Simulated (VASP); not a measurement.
# Bi2Se3 (R-3m) in VASP: notebook

The runs below take Bi2Se3 through single point, with PBE.

Everything below comes from runs of VASP 6.6.1. Logs are shortened: lines on timing, memory, paths and dates and some standing lists are left out, and cuts for length are marked.

**1. The cell of the first run**

Symmetry: R-3m, No. 166, trigonal system. Conventional cell: a = 4.101 Å, b = 4.101 Å, c = 29.601 Å, α = 90.00°, β = 90.00°, γ = 120.00°. Bi (site symmetry 3m) has 6 Se at 2.84 to 3.07 Å within 3.7 Å. Within 3.7 Å of Se (site symmetry 3m) lie 3 Bi at 2.84 Å and 3 Se at 3.68 Å. Within 4.3 Å of Se (site symmetry -3m) lie 6 Bi at 3.07 Å and 12 Se at 4.10 to 4.25 Å.

**2. Single point, PBE (epitaxial xy strain -1.0%)**

Contents of INCAR:

```
SYSTEM = Bi2Se3
PREC = Accurate ; ENCUT = 520
EDIFF = 1E-7 ; ISMEAR = -1
SIGMA = 0.02 ; LREAL = .FALSE.
LASPH = .TRUE. ; NELM = 100
ALGO = Normal ; ISIF = 2
LWAVE = .FALSE. ; LCHARG = .FALSE.
GGA = PE ; NBANDS = 32
```

Contents of KPOINTS:

```
Automatic mesh
0
G
  8 8 8
  0 0 0
```

Contents of POSCAR:

```
Bi2Se3
1.0
    2.0504717334      1.1838404072      9.8668528516
   -2.0504717334      1.1838404072      9.8668528516
    0.0000000000     -2.3676808144      9.8668528516
Bi Se
2 3
Direct
    0.3991641917      0.3991641917      0.3991641917
    0.6008358083      0.6008358083      0.6008358083
    0.2142211342      0.2142211342      0.2142211342
    0.7857788658      0.7857788658      0.7857788658
    0.0000000000      0.0000000000      0.0000000000
```

Potentials or basis: VASP PAW PBE potentials, release 64 (Bi_d, Se).

On the command line:

```sh
cat potpaw_PBE.64/Bi_d/POTCAR potpaw_PBE.64/Se/POTCAR > POTCAR
mpirun -np 1 vasp_std > vasp.out
```

OUTCAR:

```text
SYSTEM = Bi2Se3
   PREC = Accurate
   ENCUT = 520
   EDIFF = 1E-7
   ISMEAR = -1
   LREAL = .FALSE.
   LASPH = .TRUE.
   NELM = 100
   ISIF = 2
   GGA = PE

 ion  position               nearest neighbor table
   1  0.399  0.399  0.399-   4 2.84   4 2.84   4 2.84   5 3.07   5 3.07   5 3.07
   2  0.601  0.601  0.601-   3 2.84   3 2.84   3 2.84   5 3.07   5 3.07   5 3.07
   3  0.214  0.214  0.214-   2 2.84   2 2.84   2 2.84
   4  0.786  0.786  0.786-   1 2.84   1 2.84   1 2.84
   5  0.000  0.000  0.000-   2 3.07   1 3.07   2 3.07   2 3.07   1 3.07   1 3.07

  LATTYP: Found a trigonal (rhomboedric) cell.
 ALAT       =    10.1469550918
 COS(alpha) =     0.9183293349

  Lattice vectors:

 A1 = (   2.0504717334,   1.1838404072,   9.8668528516)
 A2 = (  -2.0504717334,   1.1838404072,   9.8668528516)
 A3 = (   0.0000000000,  -2.3676808144,   9.8668528516)

Analysis of symmetry for initial positions (statically):
=====================================================================
 Subroutine PRICEL returns:
 Original cell was already a primitive cell.

 Routine SETGRP: Setting up the symmetry group for a
 trigonal (rhombohedral) supercell.

 Subroutine GETGRP returns: Found 12 space group operations
 (whereof 12 operations were pure point group operations)
 out of a pool of 12 trial point group operations.

The static configuration has the point symmetry D_3d.

Analysis of symmetry for dynamics (positions and initial velocities):
=====================================================================
 Subroutine PRICEL returns:
 Original cell was already a primitive cell.

 Routine SETGRP: Setting up the symmetry group for a
 trigonal (rhombohedral) supercell.

 Subroutine GETGRP returns: Found 12 space group operations
 (whereof 12 operations were pure point group operations)
 out of a pool of 12 trial point group operations.

The dynamic configuration has the point symmetry D_3d.

 Subroutine INISYM returns: Found 12 space group operations
 (whereof 12 operations are pure point group operations),
 and found     1 'primitive' translations

----------------------------------------------------------------------------------------

                                     Primitive cell

  volume of cell :     143.7066

  direct lattice vectors                    reciprocal lattice vectors
     2.050471733  1.183840407  9.866852852     0.243846327  0.140784742  0.033783146
    -2.050471733  1.183840407  9.866852852    -0.243846327  0.140784742  0.033783146
     0.000000000 -2.367680814  9.866852852     0.000000000 -0.281569485  0.033783146

  length of vectors
    10.146955092 10.146955092 10.146955092     0.283588920  0.283588920  0.283588920

  position of ions in fractional coordinates (direct lattice)
     0.399164192  0.399164192  0.399164192
     0.600835808  0.600835808  0.600835808
     0.214221134  0.214221134  0.214221134
     0.785778866  0.785778866  0.785778866
     0.000000000  0.000000000  0.000000000

  ion indices of the primitive-cell ions
   primitive index   ion index
                 1           1
                 2           2
                 3           3
                 4           4
                 5           5

----------------------------------------------------------------------------------------

 KPOINTS: Automatic mesh

Automatic generation of k-mesh.
 Grid dimensions read from file:
 generate k-points for:    8    8    8

 Generating k-lattice:

  Cartesian coordinates                     Fractional coordinates (reciprocal lattice)
     0.030480791  0.017598093  0.004222893     0.125000000 -0.000000000  0.000000000
    -0.030480791  0.017598093  0.004222893    -0.000000000  0.125000000  0.000000000
     0.000000000 -0.035196186  0.004222893     0.000000000  0.000000000  0.125000000

  Length of vectors
     0.035448615  0.035448615  0.035448615

  Shift w.r.t. Gamma in fractional coordinates (k-lattice)
     0.000000000  0.000000000  0.000000000

 Subroutine IBZKPT returns following result:
 ===========================================

 Found     65 irreducible k-points:

 Following reciprocal coordinates:
            Coordinates               Weight
  0.000000  0.000000  0.000000      1.000000
  0.125000  0.000000 -0.000000      6.000000
  0.250000  0.000000 -0.000000      6.000000
  0.375000  0.000000  0.000000      6.000000
  0.500000  0.000000 -0.000000      3.000000
  0.125000  0.125000 -0.000000      6.000000
[... 16 lines left out ...]
  0.250000  0.125000  0.125000      6.000000
  0.375000  0.125000  0.125000      6.000000
 [... further k-points ...]
   k-points           NKPTS =     65   k-points in BZ     NKDIM =     65   number of bands    NBANDS=     32
   number of dos      NEDOS =    301   number of ions     NIONS =      5
   total plane-waves  NPLWV = 512000
   dimension x,y,z NGX =    80 NGY =   80 NGZ =   80
   dimension x,y,z NGXF=   160 NGYF=  160 NGZF=  160
   ions per type =               2   3
   NGX,Y,Z   is equivalent  to a cutoff of  13.11, 13.11, 13.11 a.u.
   NGXF,Y,Z  is equivalent  to a cutoff of  26.21, 26.21, 26.21 a.u.
 SYSTEM =  Bi2Se3
   PREC   = accura    normal or accurate (medium, high low for compatibility)
   ISTART =      0    job   : 0-new  1-cont  2-samecut
   ICHARG =      2    charge: 1-file 2-atom 10-const
   ISPIN  =      1    spin polarized calculation?
   LNONCOLLINEAR =      F non collinear calculations
   LSORBIT =      F    spin-orbit coupling
   LASPH  =      T    aspherical Exc in radial PAW
   ENCUT  =  520.0 eV  38.22 Ry    6.18 a.u.  18.87 18.87 18.87*2*pi/ulx,y,z
   NELM   =    100;   NELMIN=  2; NELMDL= -5     # of ELM steps
   EDIFF  = 0.1E-06   stopping-criterion for ELM
   LREAL  =      F    real-space projection
   EDIFFG = 0.1E-05   stopping-criterion for IOM
   NSW    =      0    number of steps for IOM
   IBRION =     -1    ionic relax: 0-MD 1-quasi-New 2-CG
   NFREE  =      0    steps in history (QN), initial steepest desc. (CG)
   ISIF   =      2    stress and relaxation
   ISYM   =      2    0-nonsym 1-usesym 2-fastsym
   POTIM  = 0.5000    time-step for ionic-motion
   TEBEG  =    0.0;   TEEND  =   0.0 temperature during run
   PSTRESS=    0.0 pullay stress
   NELECT =      48.0000    total number of electrons
   NUPDOWN=      -1.0000    fix difference up-down
   EMIN   =  10.00;   EMAX   =-10.00  energy-range for DOS
   EFERMI =   0.00;   METHOD = LEGACY
   ISMEAR =    -1;   SIGMA  =   0.02  broadening in eV -4-tet -1-fermi 0-gaus
   EFERMI_NEDOS =   21; number of points for ismear=-14 and -15
   IALGO  =     38    algorithm
   IMIX   =      4    mixing-type and parameters
     AMIX     =   0.40;   BMIX     =  1.00
     AMIX_MAG =   1.60;   BMIX_MAG =  1.00
  volume/ion in A,a.u.               =      28.74       193.96
  Fermi-wavevector in a.u.,A,eV,Ry     =   1.135873  2.146488 17.554326  1.290207
  Thomas-Fermi vector in A             =   2.272578
   LORBIT       =      0    0 simple, 1 ext, 2 COOP (PROOUT), +10 PAW based schemes
   GGA     = PE    functional components
   LHFCALC =     F    Hartree Fock is set to
   AEXX    =    0.0000 exact exchange contribution
   IVDW    =     0    specifies the selected vdW correction
   LEPSILON=     F    determine dielectric tensor
   LRPA    =     F    only Hartree local field effects (RPA)
 non-spin polarized calculation
  energy-cutoff  :      520.00
  volume of cell :      143.71
 maximum number of plane-waves:      3898
 NGX is ok and might be reduce to    80
   NGX = 37   NGY = 37   NGZ = 37

 number of electron      48.0000004 magnetization

 Free energy of the ion-electron system (eV)
  ---------------------------------------------------
  ext. energy  EPLUGINS =         0.00000000
  ---------------------------------------------------
  free energy    TOTEN  =       -20.15941796 eV

  energy without entropy =      -20.15941790  energy(sigma->0) =      -20.15941793

 E-fermi :   4.9649     XC(G=0):  -9.4118

 val. band max:        4.7581333109   @ k =   0.0000   0.0000   0.0000
 cond. band min:       5.1723833597   @ k =   0.0000   0.0000   0.0000
 fundamental gap:      0.4142500488
 Fermi energy:         4.9649128071

 k-point     1 :       0.0000    0.0000    0.0000
  band No.  band energies     occupation
      1     -18.3067      2.00000
      2     -18.3067      2.00000
      3     -18.3052      2.00000
      4     -18.3052      2.00000
      5     -18.2938      2.00000
      6     -18.2912      2.00000
[... 24 lines left out ...]
     31      10.5984      0.00000
     32      11.8316      0.00000

 k-point     2 :       0.1250    0.0000   -0.0000
  band No.  band energies     occupation
      1     -18.3088      2.00000
      2     -18.3069      2.00000
      3     -18.3026      2.00000
      4     -18.3010      2.00000
      5     -18.2914      2.00000
      6     -18.2887      2.00000
[... 24 lines left out ...]
     31      10.3775      0.00000
     32      10.9772      0.00000

 k-point     3 :       0.2500    0.0000   -0.0000
  band No.  band energies     occupation
      1     -18.3153      2.00000
      2     -18.3123      2.00000
      3     -18.2934      2.00000
      4     -18.2918      2.00000
      5     -18.2918      2.00000
      6     -18.2878      2.00000
[... 24 lines left out ...]
     31       9.4623      0.00000
     32      11.1744      0.00000

 k-point     4 :       0.3750    0.0000    0.0000
  band No.  band energies     occupation
      1     -18.3231      2.00000
      2     -18.3187      2.00000
      3     -18.2968      2.00000
      4     -18.2922      2.00000
      5     -18.2897      2.00000
      6     -18.2862      2.00000
[... 654 lines left out ...]
     31      10.5997      0.00000
     32      11.6758      0.00000

 k-point    23 :       0.2500    0.1250    0.1250
  band No.  band energies     occupation
      1     -18.3088      2.00000
      2     -18.3069      2.00000
      3     -18.3026      2.00000
      4     -18.3010      2.00000
      5     -18.2914      2.00000
      6     -18.2888      2.00000
[... 24 lines left out ...]
     31      10.3396      0.00000
     32      11.1144      0.00000

 k-point    24 :       0.3750    0.1250    0.1250
  band No.  band energies     occupation
      1     -18.3153      2.00000
      2     -18.3123      2.00000
      3     -18.2934      2.00000
      4     -18.2918      2.00000
      5     -18.2918      2.00000
      6     -18.2878      2.00000
[... 24 lines left out ...]
     31       9.5003      0.00000
     32      11.2441      0.00000

 [... further k-points ...]

------------------------ aborting loop because EDIFF is reached ----------------------------------------

  FORCE on cell =-STRESS in cart. coord.  units (eV):
  Direction    XX          YY          ZZ          XY          YZ          ZX
  --------------------------------------------------------------------------------------
  -------------------------------------------------------------------------------------
  Total        2.7692052      2.7692052      1.9036245     -0.0000000     -0.0000000      0.0000000
  in kB       30.8737141     30.8737141     21.2234026     -0.0000000     -0.0000000      0.0000000
  external PRESSURE =      27.6569436 kB  Pullay stress =       0.0000000 kB

 VOLUME and BASIS-vectors are now :
 -----------------------------------------------------------------------------
  energy-cutoff  :      520.00
  volume of cell :      143.71
      direct lattice vectors                 reciprocal lattice vectors
     2.050471733  1.183840407  9.866852852     0.243846327  0.140784742  0.033783146
    -2.050471733  1.183840407  9.866852852    -0.243846327  0.140784742  0.033783146
     0.000000000 -2.367680814  9.866852852     0.000000000 -0.281569485  0.033783146

 POSITION                                       TOTAL-FORCE (eV/Angst)
 -----------------------------------------------------------------------------------
      0.00000      0.00000     11.81548         0.000000      0.000000     -0.104350
      0.00000      0.00000     17.78508         0.000000      0.000000      0.104350
      0.00000      0.00000      6.34107         0.000000      0.000000     -0.189370
      0.00000      0.00000     23.25949         0.000000      0.000000      0.189370
      0.00000      0.00000      0.00000         0.000000      0.000000     -0.000000
 -----------------------------------------------------------------------------------
    total drift:                               -0.000000     -0.000000     -0.000000

  FREE ENERGIE OF THE ION-ELECTRON SYSTEM (eV)
  ---------------------------------------------------
  free  energy   TOTEN  =       -20.1594179629 eV

  energy  without entropy=      -20.1594179023  energy(sigma->0) =      -20.15941793
```

Run time: 27 min. Hardware: 1 thread of AMD EPYC 7R43 (Zen 3), shared host; peak memory 0.98 GiB.

Results:

* Free energy: -20.1594 eV
* Pressure: 2.8 GPa
* Largest force: 0.189 eV/Å
* Band gap on the k mesh: 0.41 eV

Forces on the atoms (eV/Å):
```
Bi   0.000  0.000 -0.104
Bi   0.000  0.000  0.104
Se   0.000  0.000 -0.189
Se   0.000  0.000  0.189
Se   0.000  0.000  0.000
```

Levels at points of the mesh, in eV from the valence-band top:
| k point | band 20 | band 21 | band 22 | band 23 | band 24 | band 25 | band 26 | band 27 | band 28 | band 29 |
| --- | --- | --- | --- | --- | --- | --- | --- | --- | --- | --- |
| (0.00, 0.00, 0.00) | -1.65 | -1.65 | -1.09 | -1.09 | 0.00 | 0.41 | 1.61 | 1.61 | 2.28 | 2.80 |
| (0.50, 0.00, 0.00) | -2.84 | -2.81 | -2.03 | -1.20 | -0.61 | 0.97 | 2.09 | 2.97 | 3.05 | 4.07 |
| (0.50, 0.50, 0.00) | -2.52 | -1.94 | -1.72 | -1.48 | -1.12 | 1.35 | 1.98 | 2.58 | 3.07 | 3.66 |
| (0.50, 0.50, 0.50) | -1.49 | -1.34 | -1.21 | -1.21 | -0.44 | 0.72 | 1.81 | 1.81 | 2.24 | 2.57 |

Caveat: the cell differs from its parent crystal (epitaxial xy strain -1.0%); spin-orbit coupling is left out, which moves the levels of the heavy elements. A k mesh can miss the band edges.

**3. Single point, PBE (epitaxial xy strain +1.0%)**

Contents of INCAR:

```
PREC = Accurate ; ENCUT = 520
EDIFF = 1E-6 ; ISMEAR = -1
SIGMA = 0.02 ; LREAL = False
LASPH = True ; NELM = 100
ALGO = Normal ; ISIF = 2
LWAVE = False ; LCHARG = False
GGA = PE ; NBANDS = 32
```

Contents of KPOINTS:

```
Automatic mesh
0
Gamma
  8 8 8
```

Contents of POSCAR:

```
Bi2Se3
1.0
    2.0918954047      1.2077563750      9.6498993197
   -2.0918954047      1.2077563750      9.6498993197
    0.0000000000     -2.4155127501      9.6498993197
Bi Se
2 3
Direct
    0.3994928511      0.3994928511      0.3994928511
    0.6005071489      0.6005071489      0.6005071489
    0.2141129663      0.2141129663      0.2141129663
    0.7858870337      0.7858870337      0.7858870337
    0.0000000000      0.0000000000      0.0000000000
```

Potentials or basis: VASP PAW PBE potentials, release 64 (Bi_d, Se).

On the command line:

```sh
cat potpaw_PBE.64/Bi_d/POTCAR potpaw_PBE.64/Se/POTCAR > POTCAR
mpirun -np 1 vasp_std > vasp.out
```

Run time: 26 min. Hardware: 1 thread of AMD EPYC 7R43 (Zen 3), shared host; peak memory 0.99 GiB.

Results (log left out):

| Item | Value |
| --- | --- |
| Free energy | -20.1976 eV |
| Pressure | 1.6 GPa |
| Largest force | 0.176 eV/Å |
| Band gap on the k mesh | 0.28 eV |

Forces in eV/Å, atoms in the order of the input:
```
Bi   0.000  0.000 -0.093
Bi   0.000  0.000  0.093
Se   0.000  0.000 -0.176
Se   0.000  0.000  0.176
Se   0.000  0.000  0.000
```

Stress tensor (GPa, compression positive):
```
1.34 0.00 0.00
0.00 1.34 0.00
0.00 0.00 1.98
```

Levels at points of the mesh, in eV from the valence-band top:
| k point | band 20 | band 21 | band 22 | band 23 | band 24 | band 25 | band 26 | band 27 | band 28 | band 29 |
| --- | --- | --- | --- | --- | --- | --- | --- | --- | --- | --- |
| (0.00, 0.00, 0.00) | -1.69 | -1.69 | -1.12 | -1.12 | 0.00 | 0.28 | 1.51 | 1.51 | 2.17 | 2.79 |
| (0.50, 0.00, 0.00) | -2.79 | -2.69 | -1.82 | -1.13 | -0.50 | 0.99 | 2.14 | 3.11 | 3.25 | 4.25 |
| (0.50, 0.50, 0.00) | -2.46 | -1.76 | -1.64 | -1.44 | -0.87 | 1.49 | 2.15 | 2.68 | 3.11 | 3.72 |
| (0.50, 0.50, 0.50) | -1.52 | -1.43 | -1.25 | -1.25 | -0.33 | 0.59 | 1.75 | 1.75 | 2.11 | 2.53 |

Caveat: the cell differs from its parent crystal (epitaxial xy strain +1.0%); spin-orbit coupling is left out, which moves the levels of the heavy elements. A k mesh can miss the band edges.

**4. Single point, PBE (epitaxial xy strain +2.0%)**

Contents of INCAR:

```
SYSTEM = Bi2Se3
PREC = Accurate
ENCUT = 520
EDIFF = 1E-6
ISMEAR = -1
SIGMA = 0.02
LREAL = .False.
LASPH = .True.
NELM = 100
ALGO = Normal
ISIF = 2
LWAVE = .False.
LCHARG = .False.
GGA = PE
NBANDS = 32
```

Contents of KPOINTS:

```
regular mesh
0
Gamma
  8 8 8
  0 0 0
```

Contents of POSCAR:

```
Bi2Se3
1.0
    2.1126072404      1.2197143590      9.5386393249
   -2.1126072404      1.2197143590      9.5386393249
    0.0000000000     -2.4394287179      9.5386393249
Bi Se
2 3
Direct
    0.3996833923      0.3996833923      0.3996833923
    0.6003166077      0.6003166077      0.6003166077
    0.2140293990      0.2140293990      0.2140293990
    0.7859706010      0.7859706010      0.7859706010
    0.0000000000      0.0000000000      0.0000000000
```

On the command line:

```sh
cat potpaw_PBE.64/Bi_d/POTCAR potpaw_PBE.64/Se/POTCAR > POTCAR
mpirun -np 1 vasp_std > vasp.out
```

Run time: 25 min. Hardware: 1 thread of AMD EPYC 7R43 (Zen 3), shared host; peak memory 0.97 GiB.

Results (log left out):

```yaml
Free_energy: -20.1940 eV
Pressure: 1.0 GPa
Largest_force: 0.170 eV/Å
Band_gap_on_the_k_mesh: 0.21 eV
```

Forces in eV/Å, atoms in the order of the input:
```
Bi   0.000  0.000 -0.087
Bi   0.000  0.000  0.087
Se   0.000  0.000 -0.170
Se   0.000  0.000  0.170
Se   0.000  0.000  0.000
```

Stress tensor (GPa, compression positive):
```
0.54 0.00 0.00
0.00 0.54 0.00
0.00 0.00 1.91
```

Levels at points of the mesh, in eV from the valence-band top:
| k point | band 22 | band 23 | band 24 | band 25 | band 26 | band 27 |
| --- | --- | --- | --- | --- | --- | --- |
| (0.00, 0.00, 0.00) | -1.13 | -1.13 | 0.00 | 0.21 | 1.46 | 1.46 |
| (0.50, 0.00, 0.00) | -1.73 | -1.09 | -0.46 | 0.99 | 2.16 | 3.12 |
| (0.50, 0.50, 0.00) | -1.62 | -1.43 | -0.75 | 1.53 | 2.25 | 2.72 |
| (0.50, 0.50, 0.50) | -1.28 | -1.28 | -0.29 | 0.53 | 1.72 | 1.72 |

Caveat: the cell differs from its parent crystal (epitaxial xy strain +2.0%); spin-orbit coupling is left out, which moves the levels of the heavy elements. A k mesh can miss the band edges.

**5. The runs side by side**

```tsv
cell	gap on the mesh (eV)	pressure (GPa)	largest force (eV/Å)
a = 10.147 Å, angles 23.3°, 5 atoms, atomic positions A	0.41	2.8	0.19
a = 9.948 Å, angles 24.3°, 5 atoms, atomic positions B	0.28	1.6	0.18
a = 9.846 Å, angles 24.8°, 5 atoms, atomic positions B	0.21	1.0	0.17
```

Alike in all rows: task single point; level PBE; potentials or basis VASP PAW PBE potentials, release 64 (Bi_d, Se); no spin polarisation; k mesh 8 × 8 × 8; cutoff (eV) 520; smearing fermi-dirac 0.02 eV.

Caveats: spin-orbit coupling is left out, which moves the levels of the heavy elements.

Total energies depend on the potentials used, so only differences within one code and one set of settings carry meaning.
